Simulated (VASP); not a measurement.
## Al: single point with RPBE

Crystal: Al.

```
Al
1.0
     0.00000    2.02481    2.02481
     2.02481    0.00000    2.02481
     2.02481    2.02481    0.00000
Al
1
Direct
  0.00000 0.00000 0.00000
```

```yaml
Program: VASP 6.6.1
Task: single point
Functional: RPBE
Potentials_or_basis: VASP PAW PBE potentials, release 64 (Al)
Cutoff: 520 eV
k_mesh: 11 × 11 × 11
Occupations: methfessel-paxton, width 0.1 eV
Spin: collinear spin, ferromagnetic start
Starting_moments: "[0.5] μB"
```

```json
{
  "Pressure": "0.8 GPa",
  "Net moment": "0.00 μB per cell",
  "Valence electrons inside the program's atomic spheres": "Al 0.77"
}
```

Levels at points of the mesh, in eV from the Fermi level:
Spin up:
```csv
k point,band 1,band 2,band 3,band 4,band 5,band 6
"(0.00, 0.00, 0.00)",-11.11,12.55,12.55,12.55,14.12,14.12
```
Spin down:
| k point | band 1 | band 2 | band 3 | band 4 |
| --- | --- | --- | --- | --- |
| (0.00, 0.00, 0.00) | -11.11 | 12.55 | 12.55 | 12.55 |

It took 11 s on 1 thread of Intel(R) Xeon(R) Platinum 8559C (Emerald Rapids), with other jobs on the host, peak memory 0.14 GiB.

Caveat: the PAW data sets were made with another functional, which shifts forces and pressure a little.
